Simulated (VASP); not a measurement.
Set up this calculation in VASP 6.6.1, as the native input.

```
Task                   : single point
Functional             : PBE
Potentials or basis    : VASP PAW PBE potentials, release 64 (Nb_sv)
Cutoff                 : 500 eV
k mesh                 : 11 × 11 × 11
Occupations            : gaussian, width 0.025 eV
Spin                   : no spin polarisation
Dipole correction      : no
Further INCAR settings : ALGO = Normal; EDIFF = 1e-06; NBANDS = 12
```

The structure of Nb lies in POSCAR:

```
Nb
1.0
   -1.6639500000      1.6639500000      1.6639500000
    1.6639500000     -1.6639500000      1.6639500000
    1.6639500000      1.6639500000     -1.6639500000
Nb
1
Direct
    0.0000000000      0.0000000000      0.0000000000
```

The input as run:

INCAR

```
PREC = Accurate
ENCUT = 500
EDIFF = 1E-6
ISMEAR = 0
SIGMA = 0.025
LREAL = False
LASPH = True
NELM = 120
ALGO = Normal
ISIF = 2
LWAVE = False
LCHARG = False
GGA = PE
NBANDS = 12
GGA_COMPAT = False
```

KPOINTS

```
Automatic mesh
0
Gamma
  11 11 11
```

Potentials or basis: VASP PAW PBE potentials, release 64 (Nb_sv).

Launch:

```bash
$ cat potpaw_PBE.64/Nb_sv/POTCAR > POTCAR
$ mpirun -np 1 vasp_std > vasp.out
```

Results of the run:

```
Pressure : -2.1 GPa
```

It took 19 s on 1 thread of Intel Xeon 8259CL, with other jobs on the host, peak memory 0.14 GiB.
